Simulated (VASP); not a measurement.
# SnO (Pmmn) in VASP: single point with PBEsol

Aim: the single point of SnO with PBEsol.

Program: VASP 6.6.1. These are calculated values, not measurements. Logs are shortened: lines on timing, memory, paths and dates and some standing lists are left out, and cuts for length are marked.

### Step 1. The cell of the first run

Symmetry: Pmmn, No. 59, orthorhombic system. Conventional cell: a = 3.748 Å, b = 4.034 Å, c = 4.682 Å, α = 90.00°, β = 90.00°, γ = 90.00°. Within 2.9 Å of Sn (site symmetry mm2) lie 4 O at 2.21 to 2.30 Å. Within 2.9 Å of O (site symmetry mm2) lie 4 Sn at 2.21 to 2.30 Å and 4 O at 2.75 Å.

### Step 2. Single point, PBEsol (uniaxial strain along a: +6.0 %)

INCAR

```
SYSTEM = SnO
PREC = Accurate
ENCUT = 520
EDIFF = 1E-6
ISMEAR = 0
SIGMA = 0.1
LREAL = .False.
LASPH = .True.
NELM = 80
ALGO = Normal
ISIF = 2
LWAVE = .False.
LCHARG = .False.
GGA = PS
NBANDS = 28
```

KPOINTS

```
Automatic mesh
0
Gamma
  14 14 12
  0 0 0
```

POSCAR

```
SnO
1.0
    4.0336116215      0.0000000000      0.0000000000
    0.0000000000      3.7482145728      0.0000000000
    0.0000000000      0.0000000000      4.6821301148
Sn O
2 2
Direct
    0.0000000000      0.5000000000      0.2421499067
    0.5000000000      0.0000000000      0.7578500933
    0.5000000000      0.5000000000      0.0070898437
    0.0000000000      0.0000000000     -0.0070898437
```

Potentials or basis: VASP PAW PBE potentials, release 64 (Sn_d, O).

On the command line:

```bash
$ cat potpaw_PBE.64/Sn_d/POTCAR potpaw_PBE.64/O/POTCAR > POTCAR
$ mpirun -np 1 vasp_std > vasp.out
```

OUTCAR:

```text
SYSTEM = SnO
   PREC = Accurate
   ENCUT = 520
   EDIFF = 1E-6
   ISMEAR = 0
   LREAL = .False.
   LASPH = .True.
   NELM = 80
   ISIF = 2
   GGA = PS

 ion  position               nearest neighbor table
   1  0.000  0.500  0.242-   4 2.21   4 2.21   3 2.30   3 2.30   2 3.57   2 3.57   2 3.57   2 3.57
                             2 3.66   2 3.66   2 3.66   2 3.66
   2  0.500  0.000  0.758-   3 2.21   3 2.21   4 2.30   4 2.30   1 3.57   1 3.57   1 3.57   1 3.57
                             1 3.66   1 3.66   1 3.66   1 3.66
   3  0.500  0.500  0.007-   2 2.21   2 2.21   1 2.30   1 2.30
   4  0.000  0.000  0.993-   1 2.21   1 2.21   2 2.30   2 2.30

  LATTYP: Found a simple orthorhombic cell.
 ALAT       =     3.7482145728
 B/A-ratio  =     1.0761421320
 C/A-ratio  =     1.2491627744

  Lattice vectors:

 A1 = (   0.0000000000,  -3.7482145728,   0.0000000000)
 A2 = (   4.0336116215,   0.0000000000,   0.0000000000)
 A3 = (   0.0000000000,   0.0000000000,   4.6821301148)

Analysis of symmetry for initial positions (statically):
=====================================================================
 Subroutine PRICEL returns:
 Original cell was already a primitive cell.

 Routine SETGRP: Setting up the symmetry group for a
 simple orthorhombic supercell.

 Subroutine GETGRP returns: Found  8 space group operations
 (whereof  4 operations were pure point group operations)
 out of a pool of  8 trial point group operations.

The static configuration has the point symmetry C_2v.
 The point group associated with its full space group is D_2h.

Analysis of symmetry for dynamics (positions and initial velocities):
=====================================================================
 Subroutine PRICEL returns:
 Original cell was already a primitive cell.

 Routine SETGRP: Setting up the symmetry group for a
 simple orthorhombic supercell.

 Subroutine GETGRP returns: Found  8 space group operations
 (whereof  4 operations were pure point group operations)
 out of a pool of  8 trial point group operations.

The dynamic configuration has the point symmetry C_2v.
 The point group associated with its full space group is D_2h.

 Subroutine INISYM returns: Found  8 space group operations
 (whereof  4 operations are pure point group operations),
 and found     1 'primitive' translations

----------------------------------------------------------------------------------------

                                     Primitive cell

  volume of cell :      70.7884
[... 82 lines left out ...]
   NGXF,Y,Z  is equivalent  to a cutoff of  24.73, 24.84, 25.56 a.u.
 SYSTEM =  SnO
   PREC   = accura    normal or accurate (medium, high low for compatibility)
   ISTART =      0    job   : 0-new  1-cont  2-samecut
   ICHARG =      2    charge: 1-file 2-atom 10-const
   ISPIN  =      1    spin polarized calculation?
   LNONCOLLINEAR =      F non collinear calculations
   LSORBIT =      F    spin-orbit coupling
   LASPH  =      T    aspherical Exc in radial PAW
   ENCUT  =  520.0 eV  38.22 Ry    6.18 a.u.   7.50  6.97  8.71*2*pi/ulx,y,z
   NELM   =     80;   NELMIN=  2; NELMDL= -5     # of ELM steps
   EDIFF  = 0.1E-05   stopping-criterion for ELM
   LREAL  =      F    real-space projection
[... 7 lines left out ...]
   TEBEG  =    0.0;   TEEND  =   0.0 temperature during run
   PSTRESS=    0.0 pullay stress
   NELECT =      40.0000    total number of electrons
   NUPDOWN=      -1.0000    fix difference up-down
   EMIN   =  10.00;   EMAX   =-10.00  energy-range for DOS
   EFERMI =   0.00;   METHOD = LEGACY
   ISMEAR =     0;   SIGMA  =   0.10  broadening in eV -4-tet -1-fermi 0-gaus
   EFERMI_NEDOS =   21; number of points for ismear=-14 and -15
   IALGO  =     38    algorithm
   IMIX   =      4    mixing-type and parameters
     AMIX     =   0.40;   BMIX     =  1.00
     AMIX_MAG =   1.60;   BMIX_MAG =  1.00
  volume/ion in A,a.u.               =      17.70       119.43
  Fermi-wavevector in a.u.,A,eV,Ry     =   1.353446  2.557641 24.923359  1.831815
  Thomas-Fermi vector in A             =   2.480700
   LORBIT       =      0    0 simple, 1 ext, 2 COOP (PROOUT), +10 PAW based schemes
   GGA     = PS    functional components
   LHFCALC =     F    Hartree Fock is set to
   AEXX    =    0.0000 exact exchange contribution
   IVDW    =     0    specifies the selected vdW correction
   LEPSILON=     F    determine dielectric tensor
   LRPA    =     F    only Hartree local field effects (RPA)
 non-spin polarized calculation
 Gauss-broadening in eV      SIGMA  =   0.10
  energy-cutoff  :      520.00
  volume of cell :       70.79
 maximum number of plane-waves:      1924
 NGX is ok and might be reduce to    30
   NGX = 15   NGY = 13   NGZ = 17

 number of electron      40.0000008 magnetization

 Free energy of the ion-electron system (eV)
  ---------------------------------------------------
  ext. energy  EPLUGINS =         0.00000000
  ---------------------------------------------------
  free energy    TOTEN  =       -24.16746275 eV

  energy without entropy =      -24.16730041  energy(sigma->0) =      -24.16738158

 E-fermi :   6.7766     XC(G=0): -10.4586

 val. band max:        6.6797561856   @ k =   0.0000   0.1429   0.0000
 cond. band min:       6.8045627305   @ k =   0.5000   0.5000   0.0000
 fundamental gap:      0.1248065449
 Fermi energy:         6.7765519156

 k-point     1 :       0.0000    0.0000    0.0000
  band No.  band energies     occupation
      1     -15.0002      2.00000
      2     -14.6159      2.00000
      3     -14.6065      2.00000
      4     -14.6031      2.00000
      5     -14.5662      2.00000
      6     -14.5657      2.00000
[... 733 lines left out ...]
     27      15.2125      0.00000
     28      15.2125      0.00000

 [... further k-points ...]
[... 5 lines left out ...]
  --------------------------------------------------------------------------------------
  -------------------------------------------------------------------------------------
  Total       -2.2609359     -1.0426126     -0.2092966      0.0000000      0.0000000      0.0000000
  in kB      -51.1725233    -23.5978025     -4.7370815      0.0000000      0.0000000      0.0000000
  external PRESSURE =     -26.5024691 kB  Pullay stress =       0.0000000 kB

 VOLUME and BASIS-vectors are now :
 -----------------------------------------------------------------------------
  energy-cutoff  :      520.00
  volume of cell :       70.79
      direct lattice vectors                 reciprocal lattice vectors
     4.033611622  0.000000000  0.000000000     0.247916779  0.000000000  0.000000000
     0.000000000  3.748214573  0.000000000     0.000000000  0.266793691  0.000000000
     0.000000000  0.000000000  4.682130115     0.000000000  0.000000000  0.213578003

 POSITION                                       TOTAL-FORCE (eV/Angst)
 -----------------------------------------------------------------------------------
      0.00000      1.87411      1.13378         0.000000      0.000000     -0.088473
      2.01681      0.00000      3.54835         0.000000      0.000000      0.088473
      2.01681      1.87411      0.03320         0.000000      0.000000      0.196914
      0.00000      0.00000      4.64893         0.000000      0.000000     -0.196914
 -----------------------------------------------------------------------------------
    total drift:                                0.000000      0.000000      0.000000

  FREE ENERGIE OF THE ION-ELECTRON SYSTEM (eV)
  ---------------------------------------------------
  free  energy   TOTEN  =       -24.1674627535 eV

  energy  without entropy=      -24.1673004128  energy(sigma->0) =      -24.16738158
```

OSZICAR:

```text
N       E                     dE             d eps       ncg     rms          rms(c)
DAV:   1     0.413127959328E+03    0.41313E+03   -0.19882E+04 25864   0.217E+03
DAV:   2     0.352866707889E+02   -0.37784E+03   -0.36322E+03 25960   0.538E+02
DAV:   3    -0.244920508702E+02   -0.59779E+02   -0.58551E+02 28852   0.179E+02
DAV:   4    -0.273439320176E+02   -0.28519E+01   -0.28380E+01 28928   0.416E+01
DAV:   5    -0.274115007292E+02   -0.67569E-01   -0.67559E-01 27788   0.695E+00    0.107E+01
DAV:   6    -0.242657830552E+02    0.31457E+01   -0.14990E+01 40748   0.438E+01    0.497E+00
DAV:   7    -0.242033275796E+02    0.62455E-01   -0.18790E+00 29068   0.818E+00    0.241E+00
DAV:   8    -0.241775492534E+02    0.25778E-01   -0.30892E-01 28380   0.350E+00    0.758E-01
DAV:   9    -0.241667964197E+02    0.10753E-01   -0.45108E-02 41684   0.213E+00    0.230E-01
DAV:  10    -0.241678271497E+02   -0.10307E-02   -0.68637E-03 36024   0.787E-01    0.138E-01
DAV:  11    -0.241674511906E+02    0.37596E-03   -0.21019E-03 38976   0.421E-01    0.270E-02
DAV:  12    -0.241674647080E+02   -0.13517E-04   -0.22492E-04 27052   0.101E-01    0.248E-02
DAV:  13    -0.241674627181E+02    0.19900E-05   -0.25598E-05 29276   0.323E-02    0.343E-03
DAV:  14    -0.241674627535E+02   -0.35458E-07   -0.66839E-07 16172   0.658E-03
   1 F= -.24167463E+02 E0= -.24167382E+02  d E =-.162341E-03
```

stdout:

```text
POSCAR found type information on POSCAR SnO
 POSCAR found :  2 types and       4 ions
 scaLAPACK will be used
 -----------------------------------------------------------------------------
|                                                                             |
|                                                                             |
|     You enforced a specific xc type in the INCAR file but a different       |
|     I HOPE YOU KNOW WHAT YOU ARE DOING!                                     |
|                                                                             |
 -----------------------------------------------------------------------------

 LDA part: xc-table for (Slater+PW92), standard interpolation
 POSCAR, INCAR and KPOINTS ok, starting setup
 FFT: planning ... GRIDC
 FFT: planning ... GRID_SOFT
 FFT: planning ... GRID
 WAVECAR not read
 entering main loop
```

It took 17 min on 1 thread of Intel Xeon Platinum 8259CL at 2.50GHz (Skylake/Cascade Lake), shared host; peak memory 0.73 GiB.

What came out:

- Free energy: -24.1675 eV
- Pressure: -2.7 GPa
- Largest force: 0.197 eV/Å
- Band gap on the k mesh: 0.12 eV, indirect (least direct gap 1.76 eV)

Forces on the atoms (eV/Å):
```
Sn   0.000  0.000 -0.088
Sn   0.000  0.000  0.088
O    0.000  0.000  0.197
O    0.000  0.000 -0.197
```

Stress tensor (GPa, compression positive):
```
-5.12  0.00  0.00
 0.00 -2.36  0.00
 0.00  0.00 -0.47
```

Caveat: the cell differs from its parent crystal (uniaxial strain along a: +6.0 %); the PAW data sets were made with another functional, which shifts forces and pressure a little; spin-orbit coupling is left out, which moves the levels of the heavy elements. A k mesh can miss the band edges.
